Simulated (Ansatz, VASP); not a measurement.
**Two plane-wave programs on B2AsH2**

```
CELL_PARAMETERS angstrom
2.94131 0.00000 0.00000
-1.47065 2.54725 0.00000
0.00000 0.00000 6.32929
ATOMIC_POSITIONS crystal
B 0.33333 0.66667 0.50000
B 0.66667 0.33333 0.50000
H 0.00000 0.00000 0.26618
H 0.00000 0.00000 0.73382
As 0.00000 0.00000 0.00000
```

Alike in both runs: functional PBE; k mesh 6 × 6 × 4; occupations gaussian, width 0.1 eV; no spin polarisation.

Ansatz relaxed the structure, and its values are those at the end. VASP's run is a single point on that final structure, the one shown.

|  | VASP | Ansatz |
| --- | --- | --- |
| version | VASP 6.6.1 | Ansatz 0.2.0 |
| potentials or method | VASP PAW PBE potentials, release 64 (B, H, As), cutoff 520 eV | scalar-relativistic, plane waves, PAW |
| valence electrons in the cell | 13 | 23 |

```tsv
	VASP	Ansatz	Ansatz less VASP
gap on the k mesh at the Fermi level (eV)	none	none	-
pressure (GPa)	0.0	0.0	-0.06
rms of the force components (eV/Å)	0.010	0.001	-0.0100
```

A gap of «none» marks a metal or a gap that the smearing closes. VASP's potentials hold 13 valence electrons a cell and Ansatz's 23, so a difference there can come from the potentials and not from the codes.

The k mesh is coarse, so the values compare programs but aren't converged.
